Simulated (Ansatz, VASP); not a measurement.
BaO: VASP beside Ansatz

```
Ba O
1.0
     0.00000    2.74080    2.74080
     2.74080    0.00000    2.74080
     2.74080    2.74080    0.00000
Ba O
1 1
Direct
  0.00000 0.00000 0.00000
  0.50000 0.50000 0.50000
```

Change from the starting cell: volume scaled by 0.99.

Alike in both runs: task single point; functional PBE; k mesh 8 × 8 × 8; occupations fermi-dirac, width 0.02 eV; no spin polarisation.

|  | VASP | Ansatz |
| --- | --- | --- |
| version | VASP 6.6.1 | Ansatz 0.2.0 |
| potentials or method | VASP PAW PBE potentials, release 64 (Ba_sv, O), cutoff 600 eV | all-electron LAPW, scalar-relativistic |

VASP gave:

* gap on the k mesh at the Fermi level (eV): 1.86
* pressure (GPa): 5.7

Question: Estimate Ansatz's values.

Answer: gap on the k mesh at the Fermi level (eV): 1.93; pressure (GPa): 3.9.

Ansatz ran all-electron here, and VASP with PAW potentials.

Spin-orbit coupling is off throughout.
